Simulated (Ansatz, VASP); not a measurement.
**NbC2 in VASP and in Ansatz**

```
Nb C
1.0
    -2.03244    2.90848    2.44681
     2.03244   -2.90848    2.44681
     2.03244    2.90848   -2.44681
Nb C
2 4
Direct
  0.75037 0.00037 0.75000
  0.24963 0.99963 0.25000
  0.36179 0.36195 0.99984
  0.63821 0.63805 0.00016
  0.86211 0.36195 0.50016
  0.13789 0.63805 0.49984
```

Change from the starting cell: species swapped into the ScGa2 type (Imma, No. 74).

Alike in both runs: functional PBE; k mesh 5 × 5 × 5; occupations gaussian, width 0.2 eV; no spin polarisation.

Ansatz relaxed the structure, and its values are those at the end. VASP's run is a single point on that final structure, the one shown.

|  | VASP | Ansatz |
| --- | --- | --- |
| version | VASP 6.6.1 | Ansatz 0.2.0 |
| potentials or method | VASP PAW PBE potentials, release 64 (Nb_sv, C), cutoff 600 eV | scalar-relativistic, plane waves, PAW |
| valence electrons in the cell | 42 | 42 |

VASP gave:

```
gap on the k mesh at the Fermi level (eV) : none
pressure (GPa)                            : -0.4
rms of the force components (eV/Å)        : 0.042
```

Q: Estimate Ansatz's values.

A: gap on the k mesh at the Fermi level (eV): none; pressure (GPa): -0.1; rms of the force components (eV/Å): 0.001.

A gap of «none» marks a metal or a gap that the smearing closes. The functional is the same, so the differences come from potentials, cutoffs and numerics.

The k mesh is coarse, so the values compare programs but aren't converged.
